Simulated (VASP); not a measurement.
The system is NbC4.

```xyz
5
Lattice="3.6053 0.0000 0.0000 0.0000 3.6053 0.0000 0.0000 0.0000 3.6053" Properties=species:S:1:pos:R:3 pbc="T T T"
Nb    0.0000    0.0000    0.0000
C     1.2582    2.3471    2.3471
C     2.3471    1.2582    2.3471
C     2.3471    2.3471    1.2582
C     1.2582    1.2582    1.2582
```

Base run:

- Program: VASP 6.6.1
- Functional: PBE
- Potentials or basis: VASP PAW PBE potentials, release 64 (Nb_sv, C_h)
- Cutoff: 910 eV
- k mesh: 10 × 10 × 10
- Occupations: gaussian, width 0.1 eV
- Spin: no spin polarisation

Its results: pressure -0.3 GPa; largest force 0.030 eV/Å.

Q: The run is repeated on the same cell with these changes: potentials or basis from VASP PAW PBE potentials, release 64 (Nb_sv, C_h) to VASP PAW PBE potentials, release 64 (Nb_sv, C); cutoff from 910 eV to 520 eV; further incar settings from ALGO = Normal; EDIFF = 1e-06; NBANDS = 22 to ALGO = Normal; EDIFF = 1e-07; NBANDS = 22. What comes out?

A: Pressure 0.2 GPa; largest force 0.140 eV/Å.

Caveats: the cutoff is under 1.25 times the usual one of these potentials, so pressure, stress and relaxed cells hold a basis-set (Pulay) error (some runs).
